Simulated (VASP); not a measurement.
Set up this calculation in VASP 6.6.1, as the native input.

```
Task                   : relaxation of cell and atoms
Functional             : PBEsol
Potentials or basis    : VASP PAW PBE potentials, release 64 (Pt)
Cutoff                 : 600 eV
k mesh                 : 12 × 12 × 12
Occupations            : fermi-dirac, width 0.05 eV
Spin                   : no spin polarisation
Target pressure        : 20 GPa
Dipole correction      : no
Further INCAR settings : ALGO = Normal; EDIFF = 1e-06; IBRION = 2; EDIFFG = -0.01; NSW = 60; ISIF = 3
```

The structure of Pt lies in POSCAR:

```
Pt
1.0
    0.0000000000      1.9609000000      1.9609000000
    1.9609000000      0.0000000000      1.9609000000
    1.9609000000      1.9609000000      0.0000000000
Pt
1
Direct
    0.0000000000      0.0000000000      0.0000000000
```

These files were run (other wordings do the same):

INCAR

```
PREC = Accurate ; ENCUT = 600
EDIFF = 1E-6 ; ISMEAR = -1
SIGMA = 0.05 ; LREAL = F
LASPH = T ; NELM = 80
ALGO = Normal ; ISIF = 3
LWAVE = F ; LCHARG = F
GGA = PS ; IBRION = 2
NSW = 60 ; EDIFFG = -0.01
PSTRESS = 200.0
```

KPOINTS

```
regular mesh
0
Gamma
  12 12 12
```

Potentials or basis: VASP PAW PBE potentials, release 64 (Pt).

Launch:

```console
$ cat potpaw_PBE.64/Pt/POTCAR > POTCAR
$ mpirun -np 1 vasp_std > vasp.out
```

It gave:

The relaxed volume is 14.17 Å³/atom, the relaxed cell is a = 2.716 Å, b = 2.716 Å, c = 2.716 Å, α = 60.00°, β = 60.00°, γ = 60.00° and the space group after relaxing (to 0.05 Å) is Fm-3m (No. 225). The energy change on relaxing (the enthalpy is what falls) is +50.5 meV/atom. The ionic steps are 5 and the pressure after relaxing is 20.0 GPa. The band gap on the k mesh is zero (band 5 reaches 12.92 eV, above the bottom of band 6 at 10.43 eV).

Caveat: the cell is relaxed towards a set pressure, so the enthalpy falls and the energy may rise; the PAW data sets were made with another functional, which shifts forces and pressure a little; spin-orbit coupling is left out, which moves the levels of the heavy elements.

Run time: 72 s on 1 thread of Intel Xeon 8259CL (shared host), peak memory 0.16 GiB.
